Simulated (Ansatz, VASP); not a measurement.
## Ti in VASP and in Ansatz

File INCAR:

```
ALGO = Normal
EDIFF = 1E-6
ENCUT = 520
GGA = PE
ISIF = 2
ISMEAR = 0
LASPH = True
LCHARG = False
LREAL = False
LWAVE = False
NBANDS = 12
NELM = 80
PREC = Accurate
SIGMA = 0.15
```

File KPOINTS:

```
k-points
0
Gamma
  20 20 20
```

File POSCAR:

```
Ti
1.0
   -1.6276186075      1.6276186075      1.5462376771
    1.6276186075     -1.6276186075      1.5462376771
    1.6276186075      1.6276186075     -1.5462376771
Ti
1
Direct
    0.0000000000      0.0000000000      0.0000000000
```

Input for Ansatz:

```yaml
crystal:
  lattice:
    - [-1.6276186075, 1.6276186075, 1.5462376771]
    - [1.6276186075, -1.6276186075, 1.5462376771]
    - [1.6276186075, 1.6276186075, -1.5462376771]
  atoms:
    - { symbol: Ti, position: [0.0, 0.0, 0.0] }
basis:
  ecutwfc: 520.0
kpoints:
  mp_grid: { grid: [20, 20, 20] }
hamiltonian:
  xc: pbe
  pseudopotentials: { kind: paw, azcp: { folder: soft_1 } }
scf:
  occupations: { method: gaussian, width: 0.15 }
output:
  forces: true
  stress: true
  eigenvalues: true
  write_density: true
  write_potential: true
  elf: true
  volumetric_format: npy
```

Change from the starting cell: engineering shear strain xy +0.0000, normal strain along z -0.0500.

Alike in both runs: task single point; functional PBE; k mesh 20 × 20 × 20; occupations gaussian, width 0.15 eV; no spin polarisation.

|  | VASP | Ansatz |
| --- | --- | --- |
| version | VASP 6.6.1 | Ansatz 0.2.0 |
| potentials or method | VASP PAW PBE potentials, release 64 (Ti_sv), cutoff 520 eV | scalar-relativistic, plane waves, PAW |
| valence electrons in the cell | 12 | 12 |

```csv
,VASP,Ansatz,Ansatz less VASP
gap on the k mesh at the Fermi level (eV),none,none,-
pressure (GPa),5.8,6.1,+0.28
"traceless stress, the component that is largest in VASP (GPa)",-1.02,-1.01,+0.013
```

A gap of «none» marks a metal or a gap that the smearing closes.
